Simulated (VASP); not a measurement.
# InSb3 (Pm-3m) in VASP: a series of runs, part 2 of 2

VASP 6.6.1. The steps go on from the part before.

## (5) Single point, PBE

File INCAR:

```
PREC     = Accurate       # precision mode
ENCUT    = 500            # plane-wave cutoff, eV
EDIFF    = 1E-6           # SCF threshold, eV
ISMEAR   = 0              # smearing method
SIGMA    = 0.1            # smearing width, eV
LREAL    = F              # projectors in reciprocal space
LASPH    = T              # aspherical terms in the spheres
NELM     = 120            # most SCF steps
ALGO     = Normal         # electronic algorithm
ISIF     = 2              # what is computed and relaxed
LWAVE    = F              # write WAVECAR
LCHARG   = F              # write CHGCAR
GGA      = PE             # functional
NBANDS   = 22             # bands
GGA_COMPAT= F
```

File KPOINTS:

```
Automatic mesh
0
Gamma
  2 2 2
```

File POSCAR:

```
InSb3
1.0
    4.8063670000      0.0000000000      0.0000000000
    0.0000000000      4.8063670000      0.0000000000
    0.0000000000      0.0000000000      4.8063670000
In Sb
1 3
Direct
    0.0000000000      0.0000000000      0.0000000000
    0.5000000000      0.0000000000      0.5000000000
    0.0000000000      0.5000000000      0.5000000000
    0.5000000000      0.5000000000      0.0000000000
```

Potentials or basis: VASP PAW PBE potentials, release 64 (In_d, Sb).

Started as:

```sh
$ cat potpaw_PBE.64/In_d/POTCAR potpaw_PBE.64/Sb/POTCAR > POTCAR
$ mpirun -np 1 vasp_std > vasp.out
```

OUTCAR:

```text
PREC = Accurate
   ENCUT = 500
   EDIFF = 1E-6
   ISMEAR = 0
   LREAL = F
   LASPH = T
   NELM = 120
   ISIF = 2
   GGA = PE

 ion  position               nearest neighbor table
   1  0.000  0.000  0.000-   2 3.40   3 3.40   4 3.40   2 3.40   3 3.40   3 3.40   4 3.40   3 3.40
                             2 3.40   4 3.40   2 3.40   4 3.40
   2  0.500  0.000  0.500-   1 3.40   3 3.40   4 3.40   1 3.40   4 3.40   3 3.40   4 3.40   4 3.40
                             1 3.40   3 3.40   1 3.40   3 3.40
   3  0.000  0.500  0.500-   1 3.40   2 3.40   4 3.40   1 3.40   4 3.40   1 3.40   2 3.40   1 3.40
                             2 3.40   4 3.40   4 3.40   2 3.40
   4  0.500  0.500  0.000-   1 3.40   2 3.40   3 3.40   2 3.40   3 3.40   1 3.40   2 3.40   2 3.40
                             1 3.40   3 3.40   3 3.40   1 3.40

  LATTYP: Found a simple cubic cell.
 ALAT       =     4.8063670000

  Lattice vectors:

 A1 = (   4.8063670000,   0.0000000000,   0.0000000000)
 A2 = (   0.0000000000,   4.8063670000,   0.0000000000)
 A3 = (   0.0000000000,   0.0000000000,   4.8063670000)

Analysis of symmetry for initial positions (statically):
=====================================================================
 Subroutine PRICEL returns:
 Original cell was already a primitive cell.

 Routine SETGRP: Setting up the symmetry group for a
 simple cubic supercell.

 Subroutine GETGRP returns: Found 48 space group operations
 (whereof 48 operations were pure point group operations)
 out of a pool of 48 trial point group operations.

The static configuration has the point symmetry O_h .

Analysis of symmetry for dynamics (positions and initial velocities):
=====================================================================
 Subroutine PRICEL returns:
 Original cell was already a primitive cell.

 Routine SETGRP: Setting up the symmetry group for a
 simple cubic supercell.

 Subroutine GETGRP returns: Found 48 space group operations
 (whereof 48 operations were pure point group operations)
 out of a pool of 48 trial point group operations.

The dynamic configuration has the point symmetry O_h .

 Subroutine INISYM returns: Found 48 space group operations
 (whereof 48 operations are pure point group operations),
 and found     1 'primitive' translations

----------------------------------------------------------------------------------------

                                     Primitive cell

  volume of cell :     111.0327

  direct lattice vectors                    reciprocal lattice vectors
     4.806367000  0.000000000  0.000000000     0.208057354  0.000000000  0.000000000
     0.000000000  4.806367000  0.000000000     0.000000000  0.208057354  0.000000000
     0.000000000  0.000000000  4.806367000     0.000000000  0.000000000  0.208057354

  length of vectors
     4.806367000  4.806367000  4.806367000     0.208057354  0.208057354  0.208057354

  position of ions in fractional coordinates (direct lattice)
     0.000000000  0.000000000  0.000000000
     0.500000000  0.000000000  0.500000000
     0.000000000  0.500000000  0.500000000
     0.500000000  0.500000000  0.000000000

  ion indices of the primitive-cell ions
   primitive index   ion index
                 1           1
                 2           2
                 3           3
                 4           4

----------------------------------------------------------------------------------------

 KPOINTS: Automatic mesh

Automatic generation of k-mesh.
 Grid dimensions read from file:
 generate k-points for:    2    2    2

 Generating k-lattice:

  Cartesian coordinates                     Fractional coordinates (reciprocal lattice)
     0.104028677  0.000000000  0.000000000     0.500000000  0.000000000  0.000000000
     0.000000000  0.104028677  0.000000000     0.000000000  0.500000000  0.000000000
     0.000000000  0.000000000  0.104028677     0.000000000  0.000000000  0.500000000

  Length of vectors
     0.104028677  0.104028677  0.104028677

  Shift w.r.t. Gamma in fractional coordinates (k-lattice)
     0.000000000  0.000000000  0.000000000

 Subroutine IBZKPT returns following result:
 ===========================================

 Found      4 irreducible k-points:

 Following reciprocal coordinates:
            Coordinates               Weight
  0.000000  0.000000  0.000000      1.000000
  0.500000  0.000000  0.000000      3.000000
  0.500000  0.500000  0.000000      3.000000
  0.500000  0.500000  0.500000      1.000000
   k-points           NKPTS =      4   k-points in BZ     NKDIM =      4   number of bands    NBANDS=     22
   number of dos      NEDOS =    301   number of ions     NIONS =      4
   total plane-waves  NPLWV =  46656
   dimension x,y,z NGX =    36 NGY =   36 NGZ =   36
   dimension x,y,z NGXF=    72 NGYF=   72 NGZF=   72
   ions per type =               1   3
   NGX,Y,Z   is equivalent  to a cutoff of  12.45, 12.45, 12.45 a.u.
   NGXF,Y,Z  is equivalent  to a cutoff of  24.90, 24.90, 24.90 a.u.
 SYSTEM =  unknown system
   PREC   = accura    normal or accurate (medium, high low for compatibility)
   ISTART =      0    job   : 0-new  1-cont  2-samecut
   ICHARG =      2    charge: 1-file 2-atom 10-const
   ISPIN  =      1    spin polarized calculation?
   LNONCOLLINEAR =      F non collinear calculations
   LSORBIT =      F    spin-orbit coupling
   LASPH  =      T    aspherical Exc in radial PAW
   ENCUT  =  500.0 eV  36.75 Ry    6.06 a.u.   8.76  8.76  8.76*2*pi/ulx,y,z
   NELM   =    120;   NELMIN=  2; NELMDL= -5     # of ELM steps
   EDIFF  = 0.1E-05   stopping-criterion for ELM
   LREAL  =      F    real-space projection
   EDIFFG = 0.1E-04   stopping-criterion for IOM
   NSW    =      0    number of steps for IOM
   IBRION =     -1    ionic relax: 0-MD 1-quasi-New 2-CG
   NFREE  =      0    steps in history (QN), initial steepest desc. (CG)
   ISIF   =      2    stress and relaxation
   ISYM   =      2    0-nonsym 1-usesym 2-fastsym
   POTIM  = 0.5000    time-step for ionic-motion
   TEBEG  =    0.0;   TEEND  =   0.0 temperature during run
   PSTRESS=    0.0 pullay stress
   NELECT =      28.0000    total number of electrons
   NUPDOWN=      -1.0000    fix difference up-down
   EMIN   =  10.00;   EMAX   =-10.00  energy-range for DOS
   EFERMI =   0.00;   METHOD = LEGACY
   ISMEAR =     0;   SIGMA  =   0.10  broadening in eV -4-tet -1-fermi 0-gaus
   EFERMI_NEDOS =   21; number of points for ismear=-14 and -15
   IALGO  =     38    algorithm
   IMIX   =      4    mixing-type and parameters
     AMIX     =   0.40;   BMIX     =  1.00
     AMIX_MAG =   1.60;   BMIX_MAG =  1.00
  volume/ion in A,a.u.               =      27.76       187.32
  Fermi-wavevector in a.u.,A,eV,Ry     =   1.034294  1.954532 14.555018  1.069764
  Thomas-Fermi vector in A             =   2.168582
   LORBIT       =      0    0 simple, 1 ext, 2 COOP (PROOUT), +10 PAW based schemes
   GGA     = PE    functional components
   LHFCALC =     F    Hartree Fock is set to
   AEXX    =    0.0000 exact exchange contribution
   IVDW    =     0    specifies the selected vdW correction
   LEPSILON=     F    determine dielectric tensor
   LRPA    =     F    only Hartree local field effects (RPA)
 non-spin polarized calculation
 Gauss-broadening in eV      SIGMA  =   0.10
  energy-cutoff  :      500.00
  volume of cell :      111.03
 maximum number of plane-waves:      2872
 NGX is ok and might be reduce to    36
   NGX = 17   NGY = 17   NGZ = 17

 number of electron      28.0000010 magnetization

 Free energy of the ion-electron system (eV)
  ---------------------------------------------------
  ext. energy  EPLUGINS =         0.00000000
  ---------------------------------------------------
  free energy    TOTEN  =       -14.46020898 eV

  energy without entropy =      -14.44105671  energy(sigma->0) =      -14.45063285

 E-fermi :   6.9111     XC(G=0): -10.0742

 val. band max:        6.7791630660   @ k =   0.5000   0.5000   0.0000
 cond. band min:       7.0066361366   @ k =   0.5000   0.0000   0.0000
 fundamental gap:      0.2274730705
 Fermi energy:         6.9111155241

 k-point     1 :       0.0000    0.0000    0.0000
  band No.  band energies     occupation
      1      -7.2793      2.00000
      2      -7.2793      2.00000
      3      -7.2650      2.00000
      4      -7.2650      2.00000
      5      -7.2650      2.00000
      6      -4.2932      2.00000
[... 89 lines left out ...]
     21      14.0744      0.00000
     22      16.1980      0.00000

------------------------ aborting loop because EDIFF is reached ----------------------------------------

  FORCE on cell =-STRESS in cart. coord.  units (eV):
  Direction    XX          YY          ZZ          XY          YZ          ZX
  --------------------------------------------------------------------------------------
  -------------------------------------------------------------------------------------
  Total       -1.8493621     -1.8493621     -1.8493621     -0.0000000     -0.0000000      0.0000000
  in kB      -26.6858933    -26.6858933    -26.6858933     -0.0000000     -0.0000000      0.0000000
  external PRESSURE =     -26.6858933 kB  Pullay stress =       0.0000000 kB

 VOLUME and BASIS-vectors are now :
 -----------------------------------------------------------------------------
  energy-cutoff  :      500.00
  volume of cell :      111.03
      direct lattice vectors                 reciprocal lattice vectors
     4.806367000  0.000000000  0.000000000     0.208057354  0.000000000  0.000000000
     0.000000000  4.806367000  0.000000000     0.000000000  0.208057354  0.000000000
     0.000000000  0.000000000  4.806367000     0.000000000  0.000000000  0.208057354

 POSITION                                       TOTAL-FORCE (eV/Angst)
 -----------------------------------------------------------------------------------
      0.00000      0.00000      0.00000         0.000000      0.000000      0.000000
      2.40318      0.00000      2.40318         0.000000      0.000000      0.000000
      0.00000      2.40318      2.40318         0.000000      0.000000      0.000000
      2.40318      2.40318      0.00000         0.000000      0.000000      0.000000
 -----------------------------------------------------------------------------------
    total drift:                               -0.000000     -0.000000     -0.000000

  FREE ENERGIE OF THE ION-ELECTRON SYSTEM (eV)
  ---------------------------------------------------
  free  energy   TOTEN  =       -14.4602089850 eV

  energy  without entropy=      -14.4410567057  energy(sigma->0) =      -14.45063285
```

It took 12 s on 1 thread of Intel Xeon Platinum 8259CL at 2.50GHz (Skylake/Cascade Lake), shared host; peak memory 0.2 GiB.

What came out:

```
Free energy            : -14.4602 eV
Pressure               : -2.7 GPa
Band gap on the k mesh : zero (band 14 reaches 11.39 eV, above the bottom of band 15 at 6.78 eV)
```

Caveat: the k points lie up to 0.65 Å⁻¹ apart; spin-orbit coupling is left out, which moves the levels of the heavy elements.

## (6) Single point, PBE

This run uses another cell than the first one, of 29.98 Å³/atom, 1.080 times its volume.

File INCAR:

```
PREC = Accurate
ENCUT = 500
EDIFF = 1E-6
ISMEAR = 0
SIGMA = 0.1
LREAL = F
LASPH = T
NELM = 120
ALGO = Normal
ISIF = 2
LWAVE = F
LCHARG = F
GGA = PE
NBANDS = 22
GGA_COMPAT = F
```

File KPOINTS:

```
Automatic mesh
0
Gamma
  3 3 3
```

File POSCAR:

```
InSb3
1.0
    4.9312631765      0.0000000000      0.0000000000
    0.0000000000      4.9312631765      0.0000000000
    0.0000000000      0.0000000000      4.9312631765
In Sb
1 3
Direct
    0.0000000000      0.0000000000      0.0000000000
    0.5000000000      0.0000000000      0.5000000000
    0.0000000000      0.5000000000      0.5000000000
    0.5000000000      0.5000000000      0.0000000000
```

Potentials or basis: VASP PAW PBE potentials, release 64 (In_d, Sb).

Started as:

```sh
$ cat potpaw_PBE.64/In_d/POTCAR potpaw_PBE.64/Sb/POTCAR > POTCAR
$ mpirun -np 1 vasp_std > vasp.out
```

OUTCAR:

```text
PREC = Accurate
   ENCUT = 500
   EDIFF = 1E-6
   ISMEAR = 0
   LREAL = F
   LASPH = T
   NELM = 120
   ISIF = 2
   GGA = PE

 ion  position               nearest neighbor table
   1  0.000  0.000  0.000-   2 3.49   3 3.49   4 3.49   2 3.49   3 3.49   3 3.49   4 3.49   3 3.49
                             2 3.49   4 3.49   2 3.49   4 3.49
   2  0.500  0.000  0.500-   1 3.49   3 3.49   4 3.49   1 3.49   4 3.49   3 3.49   4 3.49   4 3.49
                             1 3.49   3 3.49   1 3.49   3 3.49
   3  0.000  0.500  0.500-   1 3.49   2 3.49   4 3.49   1 3.49   4 3.49   1 3.49   2 3.49   1 3.49
[... 282 lines left out ...]
  --------------------------------------------------------------------------------------
  -------------------------------------------------------------------------------------
  Total       -2.9172342     -2.9172342     -2.9172342      0.0000000      0.0000000      0.0000000
  in kB      -38.9769040    -38.9769040    -38.9769040      0.0000000      0.0000000      0.0000000
  external PRESSURE =     -38.9769040 kB  Pullay stress =       0.0000000 kB

 VOLUME and BASIS-vectors are now :
 -----------------------------------------------------------------------------
  energy-cutoff  :      500.00
  volume of cell :      119.92
      direct lattice vectors                 reciprocal lattice vectors
     4.931263176  0.000000000  0.000000000     0.202787798  0.000000000  0.000000000
     0.000000000  4.931263176  0.000000000     0.000000000  0.202787798  0.000000000
     0.000000000  0.000000000  4.931263176     0.000000000  0.000000000  0.202787798

 POSITION                                       TOTAL-FORCE (eV/Angst)
 -----------------------------------------------------------------------------------
      0.00000      0.00000      0.00000         0.000000      0.000000      0.000000
      2.46563      0.00000      2.46563         0.000000      0.000000      0.000000
      0.00000      2.46563      2.46563         0.000000      0.000000      0.000000
      2.46563      2.46563      0.00000         0.000000      0.000000      0.000000
 -----------------------------------------------------------------------------------
    total drift:                               -0.000000     -0.000000     -0.000000

  FREE ENERGIE OF THE ION-ELECTRON SYSTEM (eV)
  ---------------------------------------------------
  free  energy   TOTEN  =       -14.2844103697 eV

  energy  without entropy=      -14.2615566892  energy(sigma->0) =      -14.27298353
```

It took 21 s on 1 thread of Intel Xeon Platinum 8259CL at 2.50GHz (Skylake/Cascade Lake), shared host; peak memory 0.2 GiB.

What came out:

```yaml
Free_energy: -14.2844 eV
Pressure: -3.9 GPa
Band_gap_on_the_k_mesh: zero (band 14 reaches 7.82 eV, above the bottom of band 15 at 6.23 eV)
```

Caveat: the k points lie up to 0.42 Å⁻¹ apart; spin-orbit coupling is left out, which moves the levels of the heavy elements.

## (7) The runs side by side

```tsv
cell	k mesh	smearing	gap on the mesh (eV)	pressure (GPa)
a = 4.806 Å, 4 atoms	3 × 3 × 3	methfessel-paxton 0.0066 eV	none	-0.7
a = 4.806 Å, 4 atoms	2 × 2 × 2	gaussian 0.1 eV	none	-2.7
a = 4.931 Å, 4 atoms	3 × 3 × 3	gaussian 0.1 eV	none	-3.9
```

Alike in all rows: task single point; level PBE; potentials or basis VASP PAW PBE potentials, release 64 (In_d, Sb); no spin polarisation; cutoff (eV) 500.

Caveats: all runs use coarse meshes; spin-orbit coupling is left out, which moves the levels of the heavy elements.

Absolute energies hang on the potentials; compare differences alone.
